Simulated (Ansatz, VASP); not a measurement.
**PbS in VASP and in Ansatz**

```
Pb S
1.0
     0.00000    2.85381    2.85381
     2.96500   -0.11119    2.96500
     2.96500    2.96500   -0.11119
Pb S
1 1
Direct
  0.00000 0.00000 0.00000
  0.50000 0.50000 0.50000
```

Change from the starting cell: strain -0.0750 x Voigt [0, 0, 0, 1, 0, 0], atoms carried along.

Alike in both runs: task single point; functional r2SCAN; k mesh 8 × 8 × 8; occupations gaussian, width 0.05 eV; no spin polarisation.

|  | VASP | Ansatz |
| --- | --- | --- |
| version | VASP 6.6.1 | Ansatz 0.2.0 |
| potentials or method | VASP PAW PBE potentials, release 64 (Pb_d, S), cutoff 520 eV | scalar-relativistic, plane waves, PAW |
| valence electrons in the cell | 20 | 20 |

Ansatz gave:

```
gap on the k mesh at the Fermi level (eV)                     : 0.20
least direct gap on the mesh (eV)                             : 0.50
pressure (GPa)                                                : 1.3
traceless stress, the component that is largest in VASP (GPa) : 1.53
```

**Question.** Estimate VASP's values.

**Answer.** gap on the k mesh at the Fermi level (eV): 0.21; least direct gap on the mesh (eV): 0.51; pressure (GPa): 1.3; traceless stress, the component that is largest in VASP (GPa): 1.53.

VASP's potentials were made for PBE, not for r2SCAN.

Neither program's run includes spin-orbit coupling.
